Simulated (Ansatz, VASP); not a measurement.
**Y: VASP beside Ansatz**

The input INCAR:

```
SYSTEM = Y
ALGO = Normal ; EDIFF = 1E-7
ENCUT = 520 ; GGA = RP
ISIF = 2 ; ISMEAR = -1
LASPH = .TRUE. ; LCHARG = .FALSE.
LREAL = .FALSE. ; LWAVE = .FALSE.
NBANDS = 12 ; NELM = 100
PREC = Accurate ; SIGMA = 0.1
```

File KPOINTS:

```
k-points
0
G
  12 12 12
  0 0 0
```

POSCAR

```
Y
1.0
    0.0000000000      2.5697099500      2.5697099500
    2.5697099500      0.0000000000      2.5697099500
    2.5697099500      2.5697099500      0.0000000000
Y
1
Direct
    0.0000000000      0.0000000000      0.0000000000
```

Input for Ansatz:

```yaml
crystal:
  lattice:
    - [0.0, 2.56970995, 2.56970995]
    - [2.56970995, 0.0, 2.56970995]
    - [2.56970995, 2.56970995, 0.0]
  atoms:
    - { symbol: "Y", position: [0.0, 0.0, 0.0] }
hamiltonian:
  xc: rpbe
  pseudopotentials:
    kind: paw
    azcp:
      "Y": "pseudopotentials/Y.paw.azcp"
basis:
  ecutwfc: 420
  fft_grid_basis: typed
kpoints:
  mp_grid: { grid: [12, 12, 12], shift: [0, 0, 0] }
magnetization:
  spin_polarized: false
scf:
  occupations: { method: fermi_dirac, width: 0.1 }
  lower_state_search: "off"
output:
  stress: true
  write_density: true
  write_potential: true
  elf: true
  volumetric_format: npy
```

Alike in both runs: task single point; functional RPBE; k mesh 12 × 12 × 12; occupations fermi-dirac, width 0.1 eV; no spin polarisation.

|  | VASP | Ansatz |
| --- | --- | --- |
| version | VASP 6.6.1 | Ansatz 0.2.0 |
| potentials or method | VASP PAW PBE potentials, release 64 (Y_sv), cutoff 520 eV | plane waves (420 eV) with PAW, scalar-relativistic |
| valence electrons in the cell | 11 | 11 |

|  | VASP | Ansatz | Ansatz less VASP |
| --- | --- | --- | --- |
| pressure (GPa) | -0.1 | 0.0 | +0.09 |

VASP's potentials were made for PBE, not for RPBE.
